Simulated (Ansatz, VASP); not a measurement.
Two plane-wave programs on Ti3NO2

```
CELL_PARAMETERS angstrom
4.94885 0.00000 0.00000
-2.47442 4.28583 0.00000
0.00000 0.00000 2.76887
ATOMIC_POSITIONS crystal
Ti 0.00000 0.67359 0.00000
Ti 0.67359 0.00000 0.00000
Ti 0.32641 0.32641 0.00000
N 0.00000 0.00000 0.50000
O 0.66667 0.33333 0.50000
O 0.33333 0.66667 0.50000
```

Alike in both runs: task single point; functional PBEsol; k mesh 12 × 12 × 14; occupations gaussian, width 0.1 eV; no spin polarisation.

|  | VASP | Ansatz |
| --- | --- | --- |
| version | VASP 6.6.1 | Ansatz 0.2.0 |
| potentials or method | VASP PAW PBE potentials, release 64 (Ti_sv, N, O), cutoff 520 eV | scalar-relativistic, plane waves, PAW |
| valence electrons in the cell | 53 | 53 |

Ansatz gave:

| Quantity | Value |
| --- | --- |
| gap on the k mesh at the Fermi level (eV) | none |
| pressure (GPa) | -8.7 |
| traceless stress, the component that is largest in VASP (GPa) | -0.81 |
| rms of the force components (eV/Å) | 0.006 |

Question: Estimate VASP's values.

Answer: gap on the k mesh at the Fermi level (eV): none; pressure (GPa): -8.2; traceless stress, the component that is largest in VASP (GPa): -0.73; rms of the force components (eV/Å): 0.004.

VASP's potentials were made for PBE, not for PBEsol. Atom by atom the forces differ by 0.002 eV/Å (rms over components). A gap of «none» marks a metal or a gap that the smearing closes.
